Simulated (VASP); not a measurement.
# YB6 (Pm-3m) in VASP: further runs

The runs below take YB6 through single point, relaxation of cell and atoms, with LDA.

All numbers are computed with VASP 6.6.1; they aren't measurements. Logs are shortened: lines on timing, memory, paths and dates and some standing lists are left out, and cuts for length are marked.

### Step 1. The cell of the first run

Symmetry: Pm-3m, No. 221, cubic system. Conventional cell: a = 4.041 Å, b = 4.041 Å, c = 4.041 Å, α = 90.00°, β = 90.00°, γ = 90.00°. Y (site symmetry m-3m) has 24 B at 2.97 Å and 6 Y at 4.04 Å within 4.1 Å. Within 2.1 Å of B (site symmetry 4mm) lie 5 B at 1.61 to 1.72 Å.

### Step 2. Single point, LDA

File INCAR:

```
ALGO = Normal ; EDIFF = 1E-6
ENCUT = 520 ; GGA = CA
ISIF = 2 ; ISMEAR = 0
LASPH = T ; LCHARG = T
LELF = T ; LREAL = F
LVHAR = T ; LWAVE = F
NBANDS = 24 ; NELM = 100
PREC = Accurate ; SIGMA = 0.1
```

File KPOINTS:

```
k-points
0
Gamma
  10 10 10
```

File POSCAR:

```
YB6
1.0
    4.0407192404      0.0000000000      0.0000000000
    0.0000000000      4.0407192404      0.0000000000
    0.0000000000      0.0000000000      4.0407192404
Y B
1 6
Direct
    0.0000000000      0.0000000000      0.0000000000
    0.1990072954      0.5000000000      0.5000000000
    0.5000000000      0.1990072954      0.5000000000
    0.8009927046      0.5000000000      0.5000000000
    0.5000000000      0.8009927046      0.5000000000
    0.5000000000      0.5000000000      0.1990072954
    0.5000000000      0.5000000000      0.8009927046
```

Potentials or basis: VASP PAW LDA potentials, release 64 (Y_sv, B).

Started as:

```
> cat potpaw_LDA.64/Y_sv/POTCAR potpaw_LDA.64/B/POTCAR > POTCAR
> mpirun -np 1 vasp_std > vasp.out
```

OUTCAR:

```text
EDIFF = 1E-6
   ENCUT = 520
   GGA = CA
   ISIF = 2
   ISMEAR = 0
   LASPH = T
   LREAL = F
   NELM = 100
   PREC = Accurate

 ion  position               nearest neighbor table
   1  0.000  0.000  0.000-   2 2.97   3 2.97   4 2.97   5 2.97   6 2.97   7 2.97   2 2.97   3 2.97
                             4 2.97   5 2.97   2 2.97   4 2.97   6 2.97   7 2.97   2 2.97   4 2.97
   2  0.199  0.500  0.500-   4 1.61   3 1.72   5 1.72   6 1.72   7 1.72   1 2.97   1 2.97   1 2.97
                             1 2.97
   3  0.500  0.199  0.500-   5 1.61   4 1.72   2 1.72   6 1.72   7 1.72   1 2.97   1 2.97   1 2.97
                             1 2.97
   4  0.801  0.500  0.500-   2 1.61   3 1.72   5 1.72   6 1.72   7 1.72   1 2.97   1 2.97   1 2.97
                             1 2.97
   5  0.500  0.801  0.500-   3 1.61   2 1.72   4 1.72   6 1.72   7 1.72   1 2.97   1 2.97   1 2.97
                             1 2.97
   6  0.500  0.500  0.199-   7 1.61   3 1.72   4 1.72   5 1.72   2 1.72   1 2.97   1 2.97   1 2.97
                             1 2.97
   7  0.500  0.500  0.801-   6 1.61   3 1.72   4 1.72   5 1.72   2 1.72   1 2.97   1 2.97   1 2.97
                             1 2.97

  LATTYP: Found a simple cubic cell.
 ALAT       =     4.0407192404

  Lattice vectors:

 A1 = (   4.0407192404,   0.0000000000,   0.0000000000)
 A2 = (   0.0000000000,   4.0407192404,   0.0000000000)
 A3 = (   0.0000000000,   0.0000000000,   4.0407192404)

Analysis of symmetry for initial positions (statically):
=====================================================================
 Subroutine PRICEL returns:
 Original cell was already a primitive cell.

 Routine SETGRP: Setting up the symmetry group for a
 simple cubic supercell.

 Subroutine GETGRP returns: Found 48 space group operations
 (whereof 48 operations were pure point group operations)
 out of a pool of 48 trial point group operations.

The static configuration has the point symmetry O_h .

Analysis of symmetry for dynamics (positions and initial velocities):
=====================================================================
 Subroutine PRICEL returns:
 Original cell was already a primitive cell.

 Routine SETGRP: Setting up the symmetry group for a
 simple cubic supercell.

 Subroutine GETGRP returns: Found 48 space group operations
 (whereof 48 operations were pure point group operations)
 out of a pool of 48 trial point group operations.

The dynamic configuration has the point symmetry O_h .

 Subroutine INISYM returns: Found 48 space group operations
 (whereof 48 operations are pure point group operations),
 and found     1 'primitive' translations

----------------------------------------------------------------------------------------

                                     Primitive cell

  volume of cell :      65.9745

  direct lattice vectors                    reciprocal lattice vectors
     4.040719240  0.000000000  0.000000000     0.247480694  0.000000000  0.000000000
     0.000000000  4.040719240  0.000000000     0.000000000  0.247480694  0.000000000
     0.000000000  0.000000000  4.040719240     0.000000000  0.000000000  0.247480694

  length of vectors
     4.040719240  4.040719240  4.040719240     0.247480694  0.247480694  0.247480694

  position of ions in fractional coordinates (direct lattice)
     0.000000000  0.000000000  0.000000000
     0.199007295  0.500000000  0.500000000
     0.500000000  0.199007295  0.500000000
     0.800992705  0.500000000  0.500000000
     0.500000000  0.800992705  0.500000000
     0.500000000  0.500000000  0.199007295
     0.500000000  0.500000000  0.800992705

  ion indices of the primitive-cell ions
   primitive index   ion index
                 1           1
                 2           2
                 3           3
                 4           4
                 5           5
                 6           6
                 7           7

----------------------------------------------------------------------------------------

 KPOINTS: k-points

Automatic generation of k-mesh.
 Grid dimensions read from file:
 generate k-points for:   10   10   10

 Generating k-lattice:

  Cartesian coordinates                     Fractional coordinates (reciprocal lattice)
     0.024748069  0.000000000  0.000000000     0.100000000  0.000000000  0.000000000
     0.000000000  0.024748069  0.000000000     0.000000000  0.100000000  0.000000000
     0.000000000  0.000000000  0.024748069     0.000000000  0.000000000  0.100000000

  Length of vectors
     0.024748069  0.024748069  0.024748069

  Shift w.r.t. Gamma in fractional coordinates (k-lattice)
     0.000000000  0.000000000  0.000000000

 Subroutine IBZKPT returns following result:
 ===========================================

 Found     56 irreducible k-points:

 Following reciprocal coordinates:
            Coordinates               Weight
  0.000000  0.000000  0.000000      1.000000
  0.100000  0.000000  0.000000      6.000000
  0.200000  0.000000  0.000000      6.000000
  0.300000  0.000000  0.000000      6.000000
  0.400000  0.000000  0.000000      6.000000
  0.500000  0.000000  0.000000      3.000000
[... 16 lines left out ...]
  0.200000  0.100000  0.100000     24.000000
  0.300000  0.100000  0.100000     24.000000
 [... further k-points ...]
   k-points           NKPTS =     56   k-points in BZ     NKDIM =     56   number of bands    NBANDS=     24
   number of dos      NEDOS =    301   number of ions     NIONS =      7
   total plane-waves  NPLWV =  27000
   dimension x,y,z NGX =    30 NGY =   30 NGZ =   30
   dimension x,y,z NGXF=    60 NGYF=   60 NGZF=   60
   ions per type =               1   6
   NGX,Y,Z   is equivalent  to a cutoff of  12.34, 12.34, 12.34 a.u.
   NGXF,Y,Z  is equivalent  to a cutoff of  24.69, 24.69, 24.69 a.u.
 SYSTEM =  unknown system
   PREC   = accura    normal or accurate (medium, high low for compatibility)
   ISTART =      0    job   : 0-new  1-cont  2-samecut
   ICHARG =      2    charge: 1-file 2-atom 10-const
   ISPIN  =      1    spin polarized calculation?
   LNONCOLLINEAR =      F non collinear calculations
   LSORBIT =      F    spin-orbit coupling
   LASPH  =      T    aspherical Exc in radial PAW
   ENCUT  =  520.0 eV  38.22 Ry    6.18 a.u.   7.51  7.51  7.51*2*pi/ulx,y,z
   NELM   =    100;   NELMIN=  2; NELMDL= -5     # of ELM steps
   EDIFF  = 0.1E-05   stopping-criterion for ELM
   LREAL  =      F    real-space projection
   EDIFFG = 0.1E-04   stopping-criterion for IOM
   NSW    =      0    number of steps for IOM
   IBRION =     -1    ionic relax: 0-MD 1-quasi-New 2-CG
   NFREE  =      0    steps in history (QN), initial steepest desc. (CG)
   ISIF   =      2    stress and relaxation
   ISYM   =      2    0-nonsym 1-usesym 2-fastsym
   POTIM  = 0.5000    time-step for ionic-motion
   TEBEG  =    0.0;   TEEND  =   0.0 temperature during run
   PSTRESS=    0.0 pullay stress
   NELECT =      29.0000    total number of electrons
   NUPDOWN=      -1.0000    fix difference up-down
   EMIN   =  10.00;   EMAX   =-10.00  energy-range for DOS
   EFERMI =   0.00;   METHOD = LEGACY
   ISMEAR =     0;   SIGMA  =   0.10  broadening in eV -4-tet -1-fermi 0-gaus
   EFERMI_NEDOS =   21; number of points for ismear=-14 and -15
   IALGO  =     38    algorithm
   IMIX   =      4    mixing-type and parameters
     AMIX     =   0.40;   BMIX     =  1.00
     AMIX_MAG =   1.60;   BMIX_MAG =  1.00
  volume/ion in A,a.u.               =       9.42        63.60
  Fermi-wavevector in a.u.,A,eV,Ry     =   1.244750  2.352237 21.080904  1.549403
  Thomas-Fermi vector in A             =   2.379003
   LORBIT       =      0    0 simple, 1 ext, 2 COOP (PROOUT), +10 PAW based schemes
   GGA     = CA    functional components
   LHFCALC =     F    Hartree Fock is set to
   AEXX    =    0.0000 exact exchange contribution
   IVDW    =     0    specifies the selected vdW correction
   LEPSILON=     F    determine dielectric tensor
   LRPA    =     F    only Hartree local field effects (RPA)
 non-spin polarized calculation
 Gauss-broadening in eV      SIGMA  =   0.10
  energy-cutoff  :      520.00
  volume of cell :       65.97
 maximum number of plane-waves:      1806
   NGX = 15   NGY = 15   NGZ = 15

 number of electron      28.9999999 magnetization

 Free energy of the ion-electron system (eV)
  ---------------------------------------------------
  ext. energy  EPLUGINS =         0.00000000
  ---------------------------------------------------
  free energy    TOTEN  =       -54.62794474 eV

  energy without entropy =      -54.62298768  energy(sigma->0) =      -54.62546621

 E-fermi :   6.8087     XC(G=0): -11.5149

 val. band max:        6.7910932501   @ k =   0.2000   0.2000   0.0000
 cond. band min:       6.8183085078   @ k =   0.4000   0.3000   0.1000
 fundamental gap:      0.0272152577
 Fermi energy:         6.8086777928

 k-point     1 :       0.0000    0.0000    0.0000
  band No.  band energies     occupation
      1     -36.9845      2.00000
      2     -17.0532      2.00000
      3     -17.0532      2.00000
      4     -17.0532      2.00000
      5      -9.3676      2.00000
      6      -1.9501      2.00000
[... 16 lines left out ...]
     23      11.4530      0.00000
     24      13.1789      0.00000

 k-point     2 :       0.1000    0.0000    0.0000
  band No.  band energies     occupation
      1     -36.9840      2.00000
      2     -17.0664      2.00000
      3     -17.0517      2.00000
      4     -17.0517      2.00000
      5      -9.3256      2.00000
      6      -2.4109      2.00000
[... 16 lines left out ...]
     23      11.1146      0.00000
     24      13.5503      0.00000
[... 565 lines left out ...]
     23      11.0579      0.00000
     24      13.3720      0.00000

 k-point    24 :       0.3000    0.1000    0.1000
  band No.  band energies     occupation
      1     -36.9801      2.00000
      2     -17.1380      2.00000
      3     -17.0546      2.00000
      4     -17.0527      2.00000
      5      -9.0062      2.00000
      6      -3.7357      2.00000
[... 16 lines left out ...]
     23      11.9669      0.00000
     24      13.7173      0.00000

 [... further k-points ...]

------------------------ aborting loop because EDIFF is reached ----------------------------------------

  FORCE on cell =-STRESS in cart. coord.  units (eV):
  Direction    XX          YY          ZZ          XY          YZ          ZX
  --------------------------------------------------------------------------------------
  -------------------------------------------------------------------------------------
  Total        0.0928259      0.0928259      0.0928259     -0.0000000      0.0000000     -0.0000000
  in kB        2.2542588      2.2542588      2.2542588     -0.0000000      0.0000000     -0.0000000
  external PRESSURE =       2.2542588 kB  Pullay stress =       0.0000000 kB

 VOLUME and BASIS-vectors are now :
 -----------------------------------------------------------------------------
  energy-cutoff  :      520.00
  volume of cell :       65.97
      direct lattice vectors                 reciprocal lattice vectors
     4.040719240  0.000000000  0.000000000     0.247480694  0.000000000  0.000000000
     0.000000000  4.040719240  0.000000000     0.000000000  0.247480694  0.000000000
     0.000000000  0.000000000  4.040719240     0.000000000  0.000000000  0.247480694

 POSITION                                       TOTAL-FORCE (eV/Angst)
 -----------------------------------------------------------------------------------
      0.00000      0.00000      0.00000         0.000000     -0.000000     -0.000000
      0.80413      2.02036      2.02036        -0.026839     -0.000000     -0.000000
      2.02036      0.80413      2.02036         0.000000     -0.026839     -0.000000
      3.23659      2.02036      2.02036         0.026839     -0.000000     -0.000000
      2.02036      3.23659      2.02036        -0.000000      0.026839     -0.000000
      2.02036      2.02036      0.80413        -0.000000     -0.000000     -0.026839
      2.02036      2.02036      3.23659        -0.000000     -0.000000      0.026839
 -----------------------------------------------------------------------------------
    total drift:                                0.000000      0.000000     -0.000000

  FREE ENERGIE OF THE ION-ELECTRON SYSTEM (eV)
  ---------------------------------------------------
  free  energy   TOTEN  =       -54.6279447375 eV

  energy  without entropy=      -54.6229876791  energy(sigma->0) =      -54.62546621
```

It took 34 s on 1 thread of Intel Xeon 6975P-C (Granite Rapids), shared host; peak memory 0.21 GiB.

What came out:

* Free energy: -54.6279 eV
* Pressure: 0.2 GPa
* Largest force: 0.027 eV/Å
* Band gap on the k mesh: zero (an odd number of electrons rules out a gap without spin polarisation)

Forces in eV/Å, atoms in the order of the input:
```
Y    0.000  0.000  0.000
B   -0.027  0.000  0.000
B    0.000 -0.027  0.000
B    0.027  0.000  0.000
B    0.000  0.027  0.000
B    0.000  0.000 -0.027
B    0.000  0.000  0.027
```

Levels at points of the mesh, in eV from the Fermi level:
```csv
k point,band 10,band 11,band 12,band 13,band 14,band 15,band 16,band 17,band 18,band 19
"(0.00, 0.00, 0.00)",-7.05,-7.05,-2.04,-2.04,-2.04,1.06,1.06,1.13,1.13,1.13
"(0.50, 0.00, 0.00)",-6.42,-3.97,-3.97,-3.41,-2.71,-1.36,1.26,1.26,1.54,2.28
"(0.50, 0.50, 0.00)",-6.81,-4.72,-4.72,-3.04,-3.04,1.63,1.63,1.92,2.39,2.71
"(0.50, 0.50, 0.50)",-5.99,-5.99,-2.59,-2.59,-2.59,2.74,2.93,2.93,3.30,3.30
```

(Part 1 of 2 ends here.)

The gap in the log of VASP goes by the Fermi energy; the results here count the filled bands.